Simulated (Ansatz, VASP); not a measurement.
## Mg2Si3N in VASP and in Ansatz

```xyz
6
Lattice="3.2581 0.0000 0.0000 -1.6291 2.8216 0.0000 0.0000 0.0000 10.4926" Properties=species:S:1:pos:R:3 pbc="T T T"
Mg    1.6291    0.9405    9.4866
Mg    0.0000    1.8811    1.0615
Si    1.6291    0.9405    3.4339
Si    0.0000    0.0000    4.8632
Si    0.0000    0.0000    7.1997
N     0.0000    0.0000    0.0293
```

Alike in both runs: functional PBE; k mesh 5 × 5 × 2; occupations gaussian, width 0.2 eV; no spin polarisation.

Ansatz relaxed the structure, and its values are those at the end. VASP's run is a single point on that final structure, the one shown.

|  | VASP | Ansatz |
| --- | --- | --- |
| version | VASP 6.6.1 | Ansatz 0.2.0 |
| potentials or method | VASP PAW PBE potentials, release 64 (Mg, Si, N), cutoff 600 eV | scalar-relativistic, plane waves, PAW |
| valence electrons in the cell | 21 | 37 |

```csv
,VASP,Ansatz,Ansatz less VASP
gap on the k mesh at the Fermi level (eV),none,none,-
pressure (GPa),-0.2,0.0,+0.22
rms of the force components (eV/Å),0.010,0.013,+0.0030
```

A gap of «none» marks a metal or a gap that the smearing closes. VASP's potentials hold 21 valence electrons a cell and Ansatz's 37, so a difference there can come from the potentials and not from the codes.

The k mesh is coarse, so the values compare programs but aren't converged.
